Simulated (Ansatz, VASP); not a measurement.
# Re: VASP beside Ansatz

```xyz
1
Lattice="0.0000 2.0936 1.7940 2.0936 0.0000 1.7940 2.0936 2.0936 0.0000" Properties=species:S:1:pos:R:3 pbc="T T T"
Re    0.0000    0.0000    0.0000
```

Alike in both runs: task single point; functional PBE; k mesh 10 × 10 × 10; occupations gaussian, width 0.15 eV; no spin polarisation.

```csv
,VASP,Ansatz
version,VASP 6.6.1,Ansatz 0.2.0
potentials or method,"VASP PAW PBE potentials, release 64 (Re), cutoff 520 eV","scalar-relativistic, plane waves, PAW"
valence electrons in the cell,7,15
```

Ansatz gave:

| Quantity | Value |
| --- | --- |
| gap on the k mesh at the Fermi level (eV) | none |
| pressure (GPa) | -13.5 |
| traceless stress, the component that is largest in VASP (GPa) | 13.69 |

Question: Which values does VASP return?

Answer: gap on the k mesh at the Fermi level (eV): none; pressure (GPa): -14.2; traceless stress, the component that is largest in VASP (GPa): 13.89.

A gap of «none» marks a metal or a gap that the smearing closes. With one functional, cell and mesh, what is left measures potentials, basis and numerics. VASP's potentials hold 7 valence electrons a cell and Ansatz's 15, so a difference there can come from the potentials and not from the codes.

Neither program's run includes spin-orbit coupling.
